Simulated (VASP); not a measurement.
Runs of VASP 6.6.1 on Gd. It takes space group P6_3/mmc (No. 194, hexagonal). Conventional cell: a = 3.648 Å, b = 3.648 Å, c = 5.833 Å, α = 90.00°, β = 90.00°, γ = 120.00°. Gd (site symmetry -6m2) has 12 Gd at 3.60 to 3.65 Å within 4.7 Å. 

| k mesh | cutoff (eV) | gap on the mesh (eV) | pressure (GPa) | moment (μB) |
| --- | --- | --- | --- | --- |
| 4 × 4 × 2 | 520 | none | 0.1 | 15.62 |
| 10 × 10 × 6 | 520 | none | 0.0 | 15.34 |
| 2 × 2 × 1 | 520 | none | (a) | 14.39 |
| 6 × 6 × 4 | 520 | none | -0.3 | 15.40 |
| 14 × 14 × 8 | 600 | none | 0.0 | 15.35 |
| 5 × 5 × 3 | 520 | none | (b) | 15.33 |
| 3 × 3 × 2 | 520 | none | -1.6 | 15.54 |
| 8 × 8 × 5 | 520 | none | 0.1 | 15.25 |

Alike in all rows: task single point; level PBE; potentials or basis VASP PAW PBE potentials, release 64 (Gd); spin collinear, ferromagnetic start; cell as given; smearing fermi-dirac 0.05 eV.

Question: Fill in the values left out.

Answer: (a) -9.0; (b) 0.2.

Caveats: some runs use coarse meshes; spin-orbit coupling is left out, which moves the levels of the heavy elements; semilocal functionals describe open f shells poorly, which spoils levels, moments and volumes.

A k mesh can miss the band edges, and the runs leave out spin-orbit coupling on Gd.

A gap of «none» marks levels without a gap at the run's occupations.
